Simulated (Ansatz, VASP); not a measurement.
# One calculation of AlCo, two programs

```
Al Co
1.0
     2.76641    0.00000    0.00000
     0.00000    2.76641    0.00000
     0.00000    0.00000    2.76641
Al Co
1 1
Direct
  0.00000 0.00000 0.00000
  0.50000 0.50000 0.50000
```

Alike in both runs: task single point; functional r2SCAN; k mesh 14 × 14 × 14; occupations gaussian, width 0.1 eV; collinear spin.

|  | VASP | Ansatz |
| --- | --- | --- |
| version | VASP 6.6.1 | Ansatz 0.2.0 |
| potentials or method | VASP PAW PBE potentials, release 64 (Al, Co), cutoff 520 eV | scalar-relativistic, plane waves, PAW |
| valence electrons in the cell | 12 | 20 |

```csv
,VASP,Ansatz,Ansatz less VASP
gap on the k mesh at the Fermi level (eV),none,none,-
pressure (GPa),13.4,13.7,+0.36
net moment per atom (μB),0.00,0.00,0.000
```

VASP's potentials were made for PBE, not for r2SCAN. A gap of «none» marks a metal or a gap that the smearing closes. With one functional, cell and mesh, what is left measures potentials, basis and numerics. VASP's potentials hold 12 valence electrons a cell and Ansatz's 20, so a difference there can come from the potentials and not from the codes. Ansatz's warnings: seeded moment not kept, stability check not made.
